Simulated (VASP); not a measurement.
A run of VASP 6.6.1 is set up as follows.

Contents of INCAR:

```
  PREC = Accurate
  ENCUT = 520
  EDIFF = 1E-7
  ISMEAR = 0
  SIGMA = 0.15
  LREAL = F
  LASPH = T
  NELM = 60
  ALGO = Normal
  ISIF = 2
  LWAVE = F
  LCHARG = F
  GGA = PS
  NBANDS = 15
```

Contents of KPOINTS:

```
Automatic mesh
0
Gamma
  18 18 12
```

POSCAR

```
Os
1.0
    2.8708049743      0.0000000000      0.0000000000
   -1.4354024872      2.4861900370      0.0000000000
    0.0000000000      0.0000000000      4.3197000000
Os
2
Direct
    0.3333333333      0.6666666667      0.2500000000
    0.6666666667      0.3333333333      0.7500000000
```

Potentials or basis: VASP PAW PBE potentials, release 64 (Os).

Launch:

```console
$ cat potpaw_PBE.64/Os/POTCAR > POTCAR
$ mpirun -np 1 vasp_std > vasp.out
```

**Question.** What does it give for the band gap on the k mesh?

**Answer.** Zero (bands 8 and 9 overlap by 3.37 eV).

**Question.** Estimate the pressure.

**Answer.** -33.8 GPa.

Stress tensor (GPa, compression positive):
```
-39.40   0.00   0.00
  0.00 -39.40   0.00
  0.00   0.00 -22.64
```

Caveat: the cell differs from its parent crystal (strain +0.050 along x and y, +0.000 along z); the stress differs along the axes, from -39 to -23 GPa; the PAW data sets were made with another functional, which shifts forces and pressure a little; spin-orbit coupling is left out, which moves the levels of the heavy elements.
